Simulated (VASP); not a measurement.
Hf4Br:

```
Hf Br
1.0
     3.63745    0.00000    0.00000
     0.00000    3.63745    0.00000
     0.00000    0.00000    9.50954
Hf Br
4 1
Cartesian
  0.0000 0.0000 4.7548
  1.8187 1.8187 0.0000
  1.8187 1.8187 6.4314
  1.8187 1.8187 3.0782
  0.0000 0.0000 0.0000
```

The cell was generated, and may not be a known phase.

```yaml
Program: VASP 6.6.1
Task: relaxation of cell and atoms
Functional: PBE
Potentials_or_basis: VASP PAW PBE potentials, release 64 (Hf_pv, Br)
Cutoff: 600 eV
k_mesh: 6 × 6 × 2
Occupations: gaussian, width 0.1 eV
Spin: no spin polarisation
```

At the start: pressure -0.4 GPa; volume 25.16 Å³/atom.

Q: Where does the relaxation end?

A: Over 9 steps the energy falls by 3.0 meV/atom and the volume is 25.09 Å³/atom (-0.3 %); space group P4/mmm (No. 123, to 0.1 Å) before and after.

Step by step:
| step | energy change (eV) | largest force (eV/Å) | pressure (GPa) | volume (Å³) |
| --- | --- | --- | --- | --- |
| 1 | 0.0000 | 0.1265 | -0.38 | 125.82 |
| 2 | -0.0043 | 0.0986 | 0.25 | 124.74 |
| 3 | -0.0046 | 0.0853 | 0.51 | 124.31 |
| 4 | -0.0076 | 0.0939 | 0.44 | 124.40 |
| 5 | -0.0120 | 0.1064 | 0.27 | 124.64 |
| 6 | -0.0121 | 0.1090 | 0.26 | 124.67 |
| 7 | -0.0136 | 0.0877 | -0.01 | 125.22 |
| 8 | -0.0141 | 0.0726 | -0.21 | 125.65 |
| 9 | -0.0148 | 0.0177 | 0.01 | 125.43 |

Final structure:
```xyz
5
Lattice="3.6688 0.0000 0.0000 0.0000 3.6688 0.0000 0.0000 0.0000 9.3188" Properties=species:S:1:pos:R:3 pbc="T T T"
Hf    0.0000    3.6688    4.6594
Hf    1.8344    1.8344    0.0000
Hf    1.8344    1.8344    6.2586
Hf    1.8344    1.8344    3.0602
Br    0.0000    3.6688    0.0000
```

Caveat: an odd number of electrons without spin polarisation forces a metal; a magnetic or distorted state may lie lower.
